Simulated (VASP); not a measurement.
# Bi (Im-3m) in VASP: notebook

Runs on Bi. Level: PBE. Tasks: relaxation of cell and atoms, single point.

All numbers are computed with VASP 6.6.1; they aren't measurements. Logs are shortened: lines on timing, memory, paths and dates and some standing lists are left out, and cuts for length are marked.

## Step 1: The cell of the first run

It takes space group Im-3m (No. 229, cubic). Conventional cell: a = 4.027 Å, b = 4.027 Å, c = 4.027 Å, α = 90.00°, β = 90.00°, γ = 90.00°. Within 4.6 Å of Bi (site symmetry m-3m) lie 14 Bi at 3.49 to 4.03 Å.

This isn't the form of Bi at room conditions, which is rhombohedral.

## Step 2: Relaxation of cell and atoms, PBE, non-collinear spin, zero start, spin-orbit coupling

Input file INCAR:

```
SYSTEM = Bi
PREC = Accurate
ENCUT = 600
EDIFF = 1E-6
ISMEAR = -1
SIGMA = 0.05
LREAL = .FALSE.
LASPH = .TRUE.
NELM = 150
ALGO = Normal
ISIF = 3
LWAVE = .FALSE.
LCHARG = .FALSE.
LNONCOLLINEAR = .TRUE.
MAGMOM = 0 0 0
LORBIT = 11
LSORBIT = .TRUE.
GGA_COMPAT = .FALSE.
LORBMOM = .TRUE.
GGA = PE
IBRION = 2
NSW = 45
EDIFFG = -0.005
```

Input file KPOINTS:

```
regular mesh
0
G
  15 15 15
  0 0 0
```

Input file POSCAR:

```
Bi
1.0
   -2.0135965906      2.0135965906      2.0135965906
    2.0135965906     -2.0135965906      2.0135965906
    2.0135965906      2.0135965906     -2.0135965906
Bi
1
Direct
    0.0000000000      0.0000000000      0.0000000000
```

Potentials or basis: VASP PAW PBE potentials, release 64 (Bi_d).

Command:

```bash
$ cat potpaw_PBE.64/Bi_d/POTCAR > POTCAR
$ mpirun -np 1 vasp_ncl > vasp.out
```

OUTCAR:

```text
SYSTEM = Bi
   PREC = Accurate
   ENCUT = 600
   EDIFF = 1E-6
   ISMEAR = -1
   LREAL = .FALSE.
   LASPH = .TRUE.
   NELM = 150
   ISIF = 3
   LNONCOLLINEAR = .TRUE.
   LORBIT = 11
   LSORBIT = .TRUE.
   GGA = PE
   IBRION = 2
   NSW = 45
   EDIFFG = -0.005

 ion  position               nearest neighbor table
   1  0.000  0.000  0.000-

  LATTYP: Found a body centered cubic cell.
 ALAT       =     4.0271931812

  Lattice vectors:

 A1 = (  -2.0135965906,   2.0135965906,   2.0135965906)
 A2 = (   2.0135965906,  -2.0135965906,   2.0135965906)
 A3 = (   2.0135965906,   2.0135965906,  -2.0135965906)

Analysis of symmetry for initial positions (statically):
=====================================================================
 Subroutine PRICEL returns:
 Original cell was already a primitive cell.

 Routine SETGRP: Setting up the symmetry group for a
 body centered cubic supercell.

 Subroutine GETGRP returns: Found 48 space group operations
 (whereof 48 operations were pure point group operations)
 out of a pool of 48 trial point group operations.

The static configuration has the point symmetry O_h .

Analysis of symmetry for dynamics (positions and initial velocities):
=====================================================================
 Subroutine PRICEL returns:
 Original cell was already a primitive cell.

 Routine SETGRP: Setting up the symmetry group for a
 body centered cubic supercell.

 Subroutine GETGRP returns: Found 48 space group operations
 (whereof 48 operations were pure point group operations)
 out of a pool of 48 trial point group operations.

The dynamic configuration has the point symmetry O_h .

Analysis of structural, dynamic, and magnetic symmetry:
=====================================================================
 Subroutine PRICEL returns:
 Original cell was already a primitive cell.

 Routine SETGRP: Setting up the symmetry group for a
 body centered cubic supercell.

 Subroutine GETGRP returns: Found 48 space group operations
 (whereof 48 operations were pure point group operations)
 out of a pool of 48 trial point group operations.

The overall configuration has the point symmetry O_h .

 Subroutine INISYM returns: Found 48 space group operations
 (whereof 48 operations are pure point group operations),
 and found     1 'primitive' translations

----------------------------------------------------------------------------------------

                                     Primitive cell

  volume of cell :      32.6571

  direct lattice vectors                    reciprocal lattice vectors
    -2.013596591  2.013596591  2.013596591     0.000000000  0.248311902  0.248311902
     2.013596591 -2.013596591  2.013596591     0.248311902  0.000000000  0.248311902
     2.013596591  2.013596591 -2.013596591     0.248311902  0.248311902  0.000000000

  length of vectors
     3.487651601  3.487651601  3.487651601     0.351166060  0.351166060  0.351166060

  position of ions in fractional coordinates (direct lattice)
     0.000000000  0.000000000  0.000000000

  ion indices of the primitive-cell ions
   primitive index   ion index
                 1           1

----------------------------------------------------------------------------------------

 KPOINTS: regular mesh

Automatic generation of k-mesh.
 Grid dimensions read from file:
 generate k-points for:   15   15   15

 Generating k-lattice:

  Cartesian coordinates                     Fractional coordinates (reciprocal lattice)
     0.000000000  0.016554127  0.016554127     0.066666667  0.000000000  0.000000000
     0.016554127  0.000000000  0.016554127     0.000000000  0.066666667  0.000000000
     0.016554127  0.016554127  0.000000000     0.000000000  0.000000000  0.066666667

  Length of vectors
     0.023411071  0.023411071  0.023411071

  Shift w.r.t. Gamma in fractional coordinates (k-lattice)
     0.000000000  0.000000000  0.000000000

[... 58 lines left out ...]
   POTIM  = 0.5000    time-step for ionic-motion
   TEBEG  =    0.0;   TEEND  =   0.0 temperature during run
   PSTRESS=    0.0 pullay stress
   NELECT =      15.0000    total number of electrons
   NUPDOWN=      -1.0000    fix difference up-down
   EMIN   =  10.00;   EMAX   =-10.00  energy-range for DOS
   EFERMI =   0.00;   METHOD = LEGACY
   ISMEAR =    -1;   SIGMA  =   0.05  broadening in eV -4-tet -1-fermi 0-gaus
   EFERMI_NEDOS =   21; number of points for ismear=-14 and -15
   IALGO  =     38    algorithm
   IMIX   =      4    mixing-type and parameters
     AMIX     =   0.40;   BMIX     =  1.00
     AMIX_MAG =   1.60;   BMIX_MAG =  1.00
  volume/ion in A,a.u.               =      32.66       220.38
  Fermi-wavevector in a.u.,A,eV,Ry     =   1.263124  2.386959 21.707867  1.595483
  Thomas-Fermi vector in A             =   2.396497
   LORBIT       =     11    0 simple, 1 ext, 2 COOP (PROOUT), +10 PAW based schemes
   GGA     = PE    functional components
   LHFCALC =     F    Hartree Fock is set to
   AEXX    =    0.0000 exact exchange contribution
   IVDW    =     0    specifies the selected vdW correction
   LEPSILON=     F    determine dielectric tensor
   LRPA    =     F    only Hartree local field effects (RPA)
 conjugate gradient relaxation of ions
  energy-cutoff  :      600.00
  volume of cell :       32.66
 maximum number of plane-waves:      2220
   NGX = 13   NGY = 13   NGZ = 13

--------------------------------------- Ionic step        1  -------------------------------------------

 number of electron      15.0000005 magnetization      -0.0000000     -0.0000000     -0.0000000

 number of electron      15.0000005 magnetization       0.0000000      0.0000000      0.0000000

 Free energy of the ion-electron system (eV)
  ---------------------------------------------------
  ext. energy  EPLUGINS =         0.00000000
  ---------------------------------------------------
  free energy    TOTEN  =        -4.58082287 eV

  energy without entropy =       -4.57577767  energy(sigma->0) =       -4.57830027

------------------------ aborting loop because EDIFF is reached ----------------------------------------

  FORCE on cell =-STRESS in cart. coord.  units (eV):
  Direction    XX          YY          ZZ          XY          YZ          ZX
  --------------------------------------------------------------------------------------
  -------------------------------------------------------------------------------------
  Total       -0.0477232     -0.0477232     -0.0477232     -0.0000000     -0.0000000      0.0000000
  in kB       -2.3413329     -2.3413329     -2.3413329     -0.0000000     -0.0000000      0.0000000
  external PRESSURE =      -2.3413329 kB  Pullay stress =       0.0000000 kB
[... 287 lines left out ...]
 number of electron      15.0000005 magnetization      -0.0000000     -0.0000000      0.0000000

 number of electron      15.0000005 magnetization       0.0000000      0.0000000     -0.0000000

 Free energy of the ion-electron system (eV)
  ---------------------------------------------------
  ext. energy  EPLUGINS =         0.00000000
  ---------------------------------------------------
  free energy    TOTEN  =        -4.58096023 eV

  energy without entropy =       -4.57594128  energy(sigma->0) =       -4.57845075

 E-fermi :   7.3082     XC(G=0): -10.0530

 val. band max:        7.2691009277   @ k =   0.2667   0.2667   0.1333
 cond. band min:       7.3413553500   @ k =   0.4000   0.1333   0.0000
 fundamental gap:      0.0722544222
 Fermi energy:         7.3081861574

 k-point     1 :       0.0000    0.0000    0.0000
  band No.  band energies     occupation
      1     -17.1528      1.00000
      2     -17.1528      1.00000
      3     -17.1528      1.00000
      4     -17.1528      1.00000
      5     -14.2434      1.00000
      6     -14.2434      1.00000
[... 589 lines left out ...]
     21      17.8234      0.00000
     22      17.8234      0.00000

 [... further k-points ...]

------------------------ aborting loop because EDIFF is reached ----------------------------------------

  FORCE on cell =-STRESS in cart. coord.  units (eV):
  Direction    XX          YY          ZZ          XY          YZ          ZX
  --------------------------------------------------------------------------------------
  -------------------------------------------------------------------------------------
  Total        0.0012795      0.0012795      0.0012795      0.0000000      0.0000000     -0.0000000
  in kB        0.0631055      0.0631055      0.0631055      0.0000000      0.0000000     -0.0000000
  external PRESSURE =       0.0631055 kB  Pullay stress =       0.0000000 kB
[... 16 lines left out ...]
  FREE ENERGIE OF THE ION-ELECTRON SYSTEM (eV)
  ---------------------------------------------------
  free  energy   TOTEN  =        -4.5809602276 eV

  energy  without entropy=       -4.5759412768  energy(sigma->0) =       -4.57845075

 reached required accuracy - stopping structural energy minimisation

 orbital moment (x)

 # of ion     p       d       tot
 ----------------------------------------
  1        -0.000  -0.000  -0.000
 ----------------------------------------
           -0.000  -0.000  -0.000

 orbital moment (y)

 # of ion     p       d       tot
 ----------------------------------------
  1         0.000   0.000   0.000
 ----------------------------------------
            0.000   0.000   0.000

 orbital moment (z)

 # of ion     p       d       tot
 ----------------------------------------
  1         0.000   0.000   0.000
 ----------------------------------------
            0.000   0.000   0.000

 Spin-Orbit-Coupling matrix elements

 Ion:    1  E_soc:     -1.7388138
 l=   1
     0.0000000    -0.2237865    -0.2237865
    -0.2237865     0.0000000    -0.2237865
    -0.2237865    -0.2237865     0.0000000
 l=   2
     0.0000000    -0.0132258     0.0000000    -0.0132258    -0.0527899
    -0.0132258     0.0000000    -0.0395925    -0.0132258    -0.0131975
     0.0000000    -0.0395925     0.0000000    -0.0395925     0.0000000
    -0.0132258    -0.0132258    -0.0395925     0.0000000    -0.0131975
    -0.0527899    -0.0131975     0.0000000    -0.0131975     0.0000000
 l=   3
     0.0000000     0.0000000     0.0000000     0.0000000     0.0000000     0.0000000     0.0000000
     0.0000000     0.0000000     0.0000000     0.0000000     0.0000000     0.0000000     0.0000000
     0.0000000     0.0000000     0.0000000     0.0000000     0.0000000     0.0000000     0.0000000
     0.0000000     0.0000000     0.0000000     0.0000000     0.0000000     0.0000000     0.0000000
     0.0000000     0.0000000     0.0000000     0.0000000     0.0000000     0.0000000     0.0000000
     0.0000000     0.0000000     0.0000000     0.0000000     0.0000000     0.0000000     0.0000000
     0.0000000     0.0000000     0.0000000     0.0000000     0.0000000     0.0000000     0.0000000

 total charge

# of ion       s       p       d       tot
------------------------------------------
    1        1.548   1.263   9.916  12.726

 magnetization (x)

# of ion       s       p       d       tot
------------------------------------------
    1       -0.000  -0.000  -0.000  -0.000

 magnetization (y)

# of ion       s       p       d       tot
------------------------------------------
    1        0.000   0.000   0.000   0.000

 magnetization (z)

# of ion       s       p       d       tot
------------------------------------------
    1       -0.000  -0.000   0.000  -0.000
```

It took 19 min on 1 thread of Oxide Virtual Turin-like, shared host; peak memory 0.31 GiB.

What came out:

```yaml
Free_energy: -4.5810 eV
Relaxed_volume: 32.49 Å³/atom
Relaxed_cell: a = 3.482 Å, b = 3.482 Å, c = 3.482 Å, α = 109.47°, β = 109.47°, γ = 109.47°
Space_group_after_relaxing_to_0.1_Å: Im-3m (No. 229)
Energy_gained_by_relaxing: 0.1 meV/atom
Ionic_steps: 9
Pressure_after_relaxing: 0.0 GPa
Net_moment: 0.00 μB per cell
Valence_electrons_inside_the_program's_atomic_spheres: Bi 12.73
```

Step by step:
| step | energy change (eV) | largest force (eV/Å) | pressure (GPa) | volume (Å³) |
| --- | --- | --- | --- | --- |
| 1 | 0.0000 | 0.0000 | -0.23 | 32.66 |
| 2 | -0.0001 | 0.0000 | 0.06 | 32.43 |
| 3 | -0.0001 | 0.0000 | 0.10 | 32.48 |
| 4 | -0.0001 | 0.0000 | 0.06 | 32.53 |
| 5 | -0.0001 | 0.0000 | -0.05 | 32.60 |
| 6 | -0.0001 | 0.0000 | -0.21 | 32.57 |
| 7 | -0.0001 | 0.0000 | -0.17 | 32.54 |
| 8 | -0.0001 | 0.0000 | -0.11 | 32.53 |
| 9 | -0.0001 | 0.0000 | 0.01 | 32.49 |

Final structure:
```cif
data_structure
_symmetry_space_group_name_H-M 'P 1'
_symmetry_Int_Tables_number 1
_cell_length_a 3.4816
_cell_length_b 3.4816
_cell_length_c 3.4816
_cell_angle_alpha 109.471
_cell_angle_beta 109.471
_cell_angle_gamma 109.471
_cell_volume 32.49
loop_
_atom_site_label
_atom_site_type_symbol
_atom_site_fract_x
_atom_site_fract_y
_atom_site_fract_z
_atom_site_occupancy
Bi1 Bi 0.00000 0.00000 0.00000 1
```

Moments on the atoms (μB; x, y, z):
```
Bi  0.00 0.00 0.00
```

## Step 3: Single point, PBE, non-collinear spin, zero start, spin-orbit coupling

Input file INCAR:

```
SYSTEM = Bi
PREC = Accurate
ENCUT = 520
EDIFF = 1E-7
ISMEAR = -1
SIGMA = 0.05
LREAL = .False.
LASPH = .True.
NELM = 150
ALGO = Normal
ISIF = 2
LWAVE = .False.
LCHARG = .False.
MAGMOM = 0 0 0
LORBIT = 11
LSORBIT = .True.
GGA_COMPAT = .False.
LORBMOM = .True.
GGA = PE
NBANDS = 26
```

Input file KPOINTS:

```
Automatic mesh
0
Gamma
  15 15 15
  0 0 0
```

POSCAR is that of step 2.

Potentials or basis: VASP PAW PBE potentials, release 64 (Bi_d).

Command:

```bash
$ cat potpaw_PBE.64/Bi_d/POTCAR > POTCAR
$ mpirun -np 1 vasp_ncl > vasp.out
```

It took 4.2 min on 1 thread of Oxide Virtual Turin-like, shared host; peak memory 0.3 GiB.

It converged, with:

```
Free energy                                           : -4.5807 eV
Pressure                                              : -0.3 GPa
Net moment                                            : 0.00 μB per cell
Valence electrons inside the program's atomic spheres : Bi 12.72
```

Moments on the atoms (μB; x, y, z):
```
Bi  0.00 0.00 0.00
```

## Step 4: Single point, PBE, non-collinear spin, zero start, spin-orbit coupling

Input file INCAR:

```
PREC = Accurate
ENCUT = 520
EDIFF = 1E-6
ISMEAR = -1
SIGMA = 0.05
LREAL = False
LASPH = True
NELM = 150
ALGO = Normal
ISIF = 2
LWAVE = False
LCHARG = False
MAGMOM = 0 0 0
LORBIT = 11
LSORBIT = True
GGA_COMPAT = False
LORBMOM = True
GGA = PE
NBANDS = 26
```

Input file KPOINTS:

```
regular mesh
0
Gamma
  15 15 15
```

POSCAR is that of step 3.

Command:

```bash
$ cat potpaw_PBE.64/Bi_d/POTCAR > POTCAR
$ mpirun -np 1 vasp_ncl > vasp.out
```

Wall time 3.3 min (1 thread of Oxide Virtual Turin-like, shared host); peak memory 0.3 GiB.

Results (log left out):

```yaml
Free_energy: -4.5807 eV
Pressure: -0.3 GPa
Net_moment: 0.00 μB per cell
Valence_electrons_inside_the_program's_atomic_spheres: Bi 12.72
```

Moments on the atoms (μB; x, y, z):
```
Bi  0.00 0.00 0.00
```
